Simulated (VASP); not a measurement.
# As (Im-3m) in VASP: single point with PBEsol

Aim: the single point of As with PBEsol.

Everything below comes from runs of VASP 6.6.1. Logs are shortened: lines on timing, memory, paths and dates and some standing lists are left out, and cuts for length are marked.

## Step 1: The cell of the first run

It takes space group Im-3m (No. 229, cubic). Conventional cell: a = 3.309 Å, b = 3.309 Å, c = 3.309 Å, α = 90.00°, β = 90.00°, γ = 90.00°. As (site symmetry m-3m) has 14 As at 2.87 to 3.31 Å within 3.8 Å.

## Step 2: Single point, PBEsol

INCAR

```
ALGO = Normal ; EDIFF = 1E-6
ENCUT = 520 ; GGA = PS
ISIF = 2 ; ISMEAR = -1
LASPH = True ; LCHARG = False
LREAL = False ; LWAVE = False
NBANDS = 8 ; NELM = 80
PREC = Accurate ; SIGMA = 0.13605693000000002
```

KPOINTS

```
k-points
0
Gamma
  14 14 14
```

POSCAR

```
As
1.0
   -1.6545634309      1.6545634309      1.6545634309
    1.6545634309     -1.6545634309      1.6545634309
    1.6545634309      1.6545634309     -1.6545634309
As
1
Direct
    0.0000000000      0.0000000000      0.0000000000
```

Potentials or basis: VASP PAW PBE potentials, release 64 (As).

On the command line:

```bash
cat potpaw_PBE.64/As/POTCAR > POTCAR
mpirun -np 1 vasp_std > vasp.out
```

OUTCAR:

```text
EDIFF = 1E-6
   ENCUT = 520
   GGA = PS
   ISIF = 2
   ISMEAR = -1
   LASPH = True
   LREAL = False
   NELM = 80
   PREC = Accurate

 ion  position               nearest neighbor table
   1  0.000  0.000  0.000-

  LATTYP: Found a body centered cubic cell.
 ALAT       =     3.3091268618

  Lattice vectors:

 A1 = (  -1.6545634309,   1.6545634309,   1.6545634309)
 A2 = (   1.6545634309,  -1.6545634309,   1.6545634309)
 A3 = (   1.6545634309,   1.6545634309,  -1.6545634309)

Analysis of symmetry for initial positions (statically):
=====================================================================
 Subroutine PRICEL returns:
 Original cell was already a primitive cell.

 Routine SETGRP: Setting up the symmetry group for a
 body centered cubic supercell.

 Subroutine GETGRP returns: Found 48 space group operations
 (whereof 48 operations were pure point group operations)
 out of a pool of 48 trial point group operations.

The static configuration has the point symmetry O_h .

Analysis of symmetry for dynamics (positions and initial velocities):
=====================================================================
 Subroutine PRICEL returns:
 Original cell was already a primitive cell.

 Routine SETGRP: Setting up the symmetry group for a
 body centered cubic supercell.

 Subroutine GETGRP returns: Found 48 space group operations
 (whereof 48 operations were pure point group operations)
 out of a pool of 48 trial point group operations.

The dynamic configuration has the point symmetry O_h .

 Subroutine INISYM returns: Found 48 space group operations
 (whereof 48 operations are pure point group operations),
 and found     1 'primitive' translations

----------------------------------------------------------------------------------------

                                     Primitive cell

  volume of cell :      18.1180

  direct lattice vectors                    reciprocal lattice vectors
    -1.654563431  1.654563431  1.654563431     0.000000000  0.302194519  0.302194519
     1.654563431 -1.654563431  1.654563431     0.302194519  0.000000000  0.302194519
     1.654563431  1.654563431 -1.654563431     0.302194519  0.302194519  0.000000000

  length of vectors
     2.865787927  2.865787927  2.865787927     0.427367587  0.427367587  0.427367587

  position of ions in fractional coordinates (direct lattice)
     0.000000000  0.000000000  0.000000000

  ion indices of the primitive-cell ions
   primitive index   ion index
                 1           1

----------------------------------------------------------------------------------------

 KPOINTS: k-points

Automatic generation of k-mesh.
 Grid dimensions read from file:
 generate k-points for:   14   14   14

 Generating k-lattice:

  Cartesian coordinates                     Fractional coordinates (reciprocal lattice)
     0.000000000  0.021585323  0.021585323     0.071428571  0.000000000  0.000000000
     0.021585323  0.000000000  0.021585323     0.000000000  0.071428571  0.000000000
     0.021585323  0.021585323  0.000000000     0.000000000  0.000000000  0.071428571

  Length of vectors
     0.030526256  0.030526256  0.030526256

  Shift w.r.t. Gamma in fractional coordinates (k-lattice)
     0.000000000  0.000000000  0.000000000

 Subroutine IBZKPT returns following result:
 ===========================================

 Found    104 irreducible k-points:

 Following reciprocal coordinates:
            Coordinates               Weight
  0.000000  0.000000  0.000000      1.000000
  0.071429  0.000000  0.000000     12.000000
  0.142857  0.000000  0.000000     12.000000
  0.214286  0.000000  0.000000     12.000000
  0.285714  0.000000  0.000000     12.000000
  0.357143  0.000000  0.000000     12.000000
[... 16 lines left out ...]
  0.285714  0.285714  0.000000     24.000000
  0.357143  0.285714  0.000000     24.000000
 [... further k-points ...]
   k-points           NKPTS =    104   k-points in BZ     NKDIM =    104   number of bands    NBANDS=      8
   number of dos      NEDOS =    301   number of ions     NIONS =      1
   total plane-waves  NPLWV =  13824
   dimension x,y,z NGX =    24 NGY =   24 NGZ =   24
   dimension x,y,z NGXF=    48 NGYF=   48 NGZF=   48
   ions per type =               1
   NGX,Y,Z   is equivalent  to a cutoff of  13.92, 13.92, 13.92 a.u.
   NGXF,Y,Z  is equivalent  to a cutoff of  27.85, 27.85, 27.85 a.u.
 SYSTEM =  unknown system
   PREC   = accura    normal or accurate (medium, high low for compatibility)
   ISTART =      0    job   : 0-new  1-cont  2-samecut
   ICHARG =      2    charge: 1-file 2-atom 10-const
   ISPIN  =      1    spin polarized calculation?
   LNONCOLLINEAR =      F non collinear calculations
   LSORBIT =      F    spin-orbit coupling
   LASPH  =      T    aspherical Exc in radial PAW
   ENCUT  =  520.0 eV  38.22 Ry    6.18 a.u.   5.33  5.33  5.33*2*pi/ulx,y,z
   NELM   =     80;   NELMIN=  2; NELMDL= -5     # of ELM steps
   EDIFF  = 0.1E-05   stopping-criterion for ELM
   LREAL  =      F    real-space projection
   EDIFFG = 0.1E-04   stopping-criterion for IOM
   NSW    =      0    number of steps for IOM
   IBRION =     -1    ionic relax: 0-MD 1-quasi-New 2-CG
   NFREE  =      0    steps in history (QN), initial steepest desc. (CG)
   ISIF   =      2    stress and relaxation
   ISYM   =      2    0-nonsym 1-usesym 2-fastsym
   POTIM  = 0.5000    time-step for ionic-motion
   TEBEG  =    0.0;   TEEND  =   0.0 temperature during run
   PSTRESS=    0.0 pullay stress
   NELECT =       5.0000    total number of electrons
   NUPDOWN=      -1.0000    fix difference up-down
   EMIN   =  10.00;   EMAX   =-10.00  energy-range for DOS
   EFERMI =   0.00;   METHOD = LEGACY
   ISMEAR =    -1;   SIGMA  =   0.14  broadening in eV -4-tet -1-fermi 0-gaus
   EFERMI_NEDOS =   21; number of points for ismear=-14 and -15
   IALGO  =     38    algorithm
   IMIX   =      4    mixing-type and parameters
     AMIX     =   0.40;   BMIX     =  1.00
     AMIX_MAG =   1.60;   BMIX_MAG =  1.00
  volume/ion in A,a.u.               =      18.12       122.27
  Fermi-wavevector in a.u.,A,eV,Ry     =   1.065847  2.014158 15.456616  1.136029
  Thomas-Fermi vector in A             =   2.201412
   LORBIT       =      0    0 simple, 1 ext, 2 COOP (PROOUT), +10 PAW based schemes
   GGA     = PS    functional components
   LHFCALC =     F    Hartree Fock is set to
   AEXX    =    0.0000 exact exchange contribution
   IVDW    =     0    specifies the selected vdW correction
   LEPSILON=     F    determine dielectric tensor
   LRPA    =     F    only Hartree local field effects (RPA)
 non-spin polarized calculation
  energy-cutoff  :      520.00
  volume of cell :       18.12
 maximum number of plane-waves:       498
 NGX is ok and might be reduce to    24
   NGX = 11   NGY = 11   NGZ = 11

 number of electron       5.0000001 magnetization

 Free energy of the ion-electron system (eV)
  ---------------------------------------------------
  ext. energy  EPLUGINS =         0.00000000
  ---------------------------------------------------
  free energy    TOTEN  =        -4.75449182 eV

  energy without entropy =       -4.72563768  energy(sigma->0) =       -4.74006475

 E-fermi :   6.8731     XC(G=0): -11.0849

 val. band max:        6.8680328442   @ k =   0.3571   0.1429   0.1429
 cond. band min:       6.9279989698   @ k =  -0.2857   0.2857   0.2857
 fundamental gap:      0.0599661256
 Fermi energy:         6.8730588458

 k-point     1 :       0.0000    0.0000    0.0000
  band No.  band energies     occupation
      1      -8.6115      2.00000
      2      13.2384      0.00000
      3      13.2384      0.00000
      4      13.2384      0.00000
      5      20.2075      0.00000
      6      20.2075      0.00000
      7      20.2075      0.00000
      8      22.4038      0.00000

 k-point     2 :       0.0714    0.0000    0.0000
  band No.  band energies     occupation
      1      -8.4786      2.00000
      2      12.3133      0.00000
      3      12.8440      0.00000
      4      13.1497      0.00000
      5      19.5729      0.00000
      6      19.7525      0.00000
      7      20.8407      0.00000
      8      21.9104      0.00000

 k-point     3 :       0.1429    0.0000    0.0000
  band No.  band energies     occupation
      1      -8.0811      2.00000
      2      10.2075      0.00000
      3      11.9640      0.00000
      4      12.8985      0.00000
      5      18.3670      0.00000
      6      18.4511      0.00000
      7      21.8669      0.00000
      8      22.0241      0.00000

 k-point     4 :       0.2143    0.0000    0.0000
  band No.  band energies     occupation
      1      -7.4239      2.00000
      2       7.7242      0.00383
      3      11.0029      0.00000
      4      12.5350      0.00000
      5      17.0648      0.00000
      6      17.4015      0.00000
      7      21.9021      0.00000
      8      22.6061      0.00000

 k-point     5 :       0.2857    0.0000    0.0000
  band No.  band energies     occupation
      1      -6.5198      2.00000
      2       5.2347      1.99999
      3      10.1606      0.00000
      4      12.1403      0.00000
      5      16.0614      0.00000
      6      16.5506      0.00000
      7      22.4053      0.00000
      8      23.4489      0.00000
[... 177 lines left out ...]
 k-point    22 :       0.3571    0.2143    0.0000
  band No.  band energies     occupation
      1      -3.0410      2.00000
      2       1.1926      2.00000
      3       4.8287      2.00000
      4       9.9939      0.00000
      5      16.9307      0.00000
      6      20.0861      0.00000
      7      22.9845      0.00000
      8      24.1577      0.00000

 k-point    23 :       0.2857    0.2857    0.0000
  band No.  band energies     occupation
      1      -3.0176      2.00000
      2       1.9533      2.00000
      3       3.7049      2.00000
      4       9.8956      0.00000
      5      17.5318      0.00000
      6      19.9174      0.00000
      7      22.8377      0.00000
      8      25.5720      0.00000

 k-point    24 :       0.3571    0.2857    0.0000
  band No.  band energies     occupation
      1      -2.5202      2.00000
      2       1.6936      2.00000
      3       3.0938      2.00000
      4       9.7939      0.00000
      5      17.6831      0.00000
      6      20.5996      0.00000
      7      21.7671      0.00000
      8      26.1919      0.00000

 [... further k-points ...]

------------------------ aborting loop because EDIFF is reached ----------------------------------------

  FORCE on cell =-STRESS in cart. coord.  units (eV):
  Direction    XX          YY          ZZ          XY          YZ          ZX
  --------------------------------------------------------------------------------------
  -------------------------------------------------------------------------------------
  Total        0.0595887      0.0595887      0.0595887      0.0000000      0.0000000     -0.0000000
  in kB        5.2694375      5.2694375      5.2694375      0.0000000      0.0000000     -0.0000000
  external PRESSURE =       5.2694375 kB  Pullay stress =       0.0000000 kB

 VOLUME and BASIS-vectors are now :
 -----------------------------------------------------------------------------
  energy-cutoff  :      520.00
  volume of cell :       18.12
      direct lattice vectors                 reciprocal lattice vectors
    -1.654563431  1.654563431  1.654563431     0.000000000  0.302194519  0.302194519
     1.654563431 -1.654563431  1.654563431     0.302194519  0.000000000  0.302194519
     1.654563431  1.654563431 -1.654563431     0.302194519  0.302194519  0.000000000

 POSITION                                       TOTAL-FORCE (eV/Angst)
 -----------------------------------------------------------------------------------
      0.00000      0.00000      0.00000        -0.000000      0.000000     -0.000000
 -----------------------------------------------------------------------------------
    total drift:                                0.000000      0.000000      0.000000

  FREE ENERGIE OF THE ION-ELECTRON SYSTEM (eV)
  ---------------------------------------------------
  free  energy   TOTEN  =        -4.7544918180 eV

  energy  without entropy=       -4.7256376757  energy(sigma->0) =       -4.74006475
```

Wall time 10 s (1 thread of Intel Xeon 8259CL, shared host); peak memory 0.14 GiB.

What came out:

```
Free energy : -4.7545 eV
Pressure    : 0.5 GPa
```

Caveat: the PAW data sets were made with another functional, which shifts forces and pressure a little.
